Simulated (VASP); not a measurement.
A run of VASP 6.6.1:

INCAR

```
SYSTEM = TiAl30
  PREC = Accurate
  ENCUT = 520
  EDIFF = 1E-6
  ISMEAR = -1
  SIGMA = 0.15
  LREAL = Auto
  LASPH = .True.
  NELM = 80
  ALGO = Normal
  ISIF = 2
  LWAVE = .False.
  LCHARG = .False.
  GGA = PE
  IVDW = 12
  NBANDS = 72
```

KPOINTS

```
regular mesh
0
Gamma
  3 3 3
  0 0 0
```

File POSCAR:

```
TiAl30
1.0
    8.1000000000      0.0000000000      0.0000000000
    0.0000000000      8.1000000000      0.0000000000
    0.0000000000      0.0000000000      8.1000000000
Al Ti
30 1
Direct
    0.5011764198     -0.0047320988      0.0019333333
    0.7517551852      0.2501895062     -0.0014566667
    0.7480262963     -0.0050518519      0.2487440741
    0.0000739506      0.0000251852     -0.0017577778
    0.2474322222      0.2502161728     -0.0044079012
    0.5011927160      0.5051165432      0.0019554321
    0.7478249383      0.7501951852      0.0020055556
    0.2517600000      0.0122554321      0.2472690123
    0.5051951852      0.2501869136      0.2449565432
    0.7480481481      0.5054322222      0.2487532099
    0.5030379012      0.0124477778      0.4985588889
    0.7547024691      0.2501807407      0.5023969136
    0.7519416049      0.0004320988      0.7500935802
    0.0000923457      0.5003703704     -0.0017419753
    0.2559223457      0.7501939506      0.0177912346
   -0.0056956790      0.2502034568      0.2532571605
    0.2517908642      0.4881582716      0.2473067901
    0.0053359259     -0.0084629630      0.4990065432
    0.2443204938      0.2501827160      0.5057616049
    0.5030483951      0.4879158025      0.4985682716
    0.7323408642      0.7501839506      0.4943114815
    0.2509934568     -0.0086419753      0.7447181481
    0.4966419753      0.2501801235      0.7559616049
    0.7519480247      0.4999433333      0.7501082716
    0.0042316049      0.7501959259      0.2520041975
    0.0053440741      0.5088382716      0.4990246914
    0.0013576543      0.2501914815      0.7488824691
    0.2510120988      0.5090291358      0.7447224691
    0.4983283951      0.7501865432      0.7462622222
    0.0016569136      0.7501901235      0.7481508642
    0.2815422222      0.7502200000      0.4690887654
```

Potentials or basis: VASP PAW PBE potentials, release 64 (Al, Ti_sv).

The run is started by

```sh
$ cat potpaw_PBE.64/Al/POTCAR potpaw_PBE.64/Ti_sv/POTCAR > POTCAR
$ mpirun -np 1 vasp_std > vasp.out
```

Hardware: 1 thread of AMD EPYC 7R13 (shared host).

Task: How long does it take, and how much memory?

Result: Run time: 23 min on 1 thread of AMD EPYC 7R13, with other jobs on the host, peak memory 0.64 GiB. Counts: scf iterations 16, k points 14.
